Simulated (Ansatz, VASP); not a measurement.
# LiF in VASP and in Ansatz

The input INCAR:

```
SYSTEM = LiF
PREC = Accurate ; ENCUT = 520
EDIFF = 1E-6 ; ISMEAR = 0
SIGMA = 0.05 ; LREAL = .FALSE.
LASPH = .TRUE. ; NELM = 80
ALGO = Normal ; ISIF = 2
LWAVE = .FALSE. ; LCHARG = .TRUE.
GGA = PE ; LELF = .TRUE.
LVHAR = .TRUE. ; NBANDS = 18
```

Contents of KPOINTS:

```
regular mesh
0
G
  9 9 6
  0 0 0
```

File POSCAR:

```
LiF
1.0
    3.3121869807      0.0000000000      0.0000000000
   -1.6560934903      2.8684380674      0.0000000000
    0.0000000000      0.0000000000      4.8901128584
Li F
2 2
Direct
    0.3333333333      0.6666666667      0.3810713234
    0.6666666667      0.3333333333      0.8810713234
    0.3333333333      0.6666666667      0.9939266766
    0.6666666667      0.3333333333      0.4939266766
```

Input for Ansatz:

```yaml
crystal:
  lattice:
    - [3.3121869807, 0.0, 0.0]
    - [-1.6560934903, 2.8684380674, 0.0]
    - [0.0, 0.0, 4.8901128584]
  atoms:
    - { symbol: Li, position: [0.3333333333, 0.6666666667, 0.3810713234] }
    - { symbol: Li, position: [0.6666666667, 0.3333333333, 0.8810713234] }
    - { symbol: F, position: [0.3333333333, 0.6666666667, 0.9939266766] }
    - { symbol: F, position: [0.6666666667, 0.3333333333, 0.4939266766] }
basis:
  ecutwfc: 520.0
kpoints:
  mp_grid: { grid: [9, 9, 6] }
hamiltonian:
  xc: pbe
scf:
  occupations: { method: gaussian, width: 0.05 }
output:
  forces: true
  stress: true
  eigenvalues: true
```

Alike in both runs: task single point; functional PBE; k mesh 9 × 9 × 6; occupations gaussian, width 0.05 eV; no spin polarisation.

|  | VASP | Ansatz |
| --- | --- | --- |
| version | VASP 6.6.1 | Ansatz 0.2.0 |
| potentials or method | VASP PAW PBE potentials, release 64 (Li_sv, F), cutoff 520 eV | scalar-relativistic, plane waves, PAW |
| valence electrons in the cell | 20 | 20 |

|  | VASP | Ansatz | Ansatz less VASP |
| --- | --- | --- | --- |
| gap on the k mesh at the Fermi level (eV) | 6.99 | 7.00 | +0.008 |
| least direct gap on the mesh (eV) | 6.99 | 7.00 | +0.008 |
| rms of the force components (eV/Å) | 0.064 | 0.060 | -0.0042 |

Atom by atom the forces differ by 0.004 eV/Å (rms over components).

Noted on VASP's run: the cutoff is short for stress, so the pressure is rough.
